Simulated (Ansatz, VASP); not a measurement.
Two plane-wave programs on Cu

```xyz
1
Lattice="-1.4789 1.4789 1.3761 1.4789 -1.4789 1.3761 1.4789 1.4789 -1.3761" Properties=species:S:1:pos:R:3 pbc="T T T"
Cu    0.0000    0.0000    0.0000
```

Change from the starting cell: strain +0.0250 x Voigt [1, 1, 0, 0, 0, 0], atoms carried along.

Alike in both runs: task single point; functional LDA; k mesh 24 × 24 × 24; occupations gaussian, width 0.15 eV; no spin polarisation.

|  | VASP | Ansatz |
| --- | --- | --- |
| version | VASP 6.6.1 | Ansatz 0.2.0 |
| potentials or method | VASP PAW LDA potentials, release 64 (Cu), cutoff 520 eV | scalar-relativistic, plane waves, PAW |
| valence electrons in the cell | 11 | 19 |

Ansatz gave:

- gap on the k mesh at the Fermi level (eV): none
- pressure (GPa): -14.1
- traceless stress, the component that is largest in VASP (GPa): -0.23

Problem. Estimate VASP's values.

Solution. gap on the k mesh at the Fermi level (eV): none; pressure (GPa): -13.1; traceless stress, the component that is largest in VASP (GPa): -0.19.

LDA's correlation is that of Perdew and Zunger in VASP and of Perdew and Wang (1992) in Ansatz. A gap of «none» marks a metal or a gap that the smearing closes. VASP's potentials hold 11 valence electrons a cell and Ansatz's 19, so a difference there can come from the potentials and not from the codes.
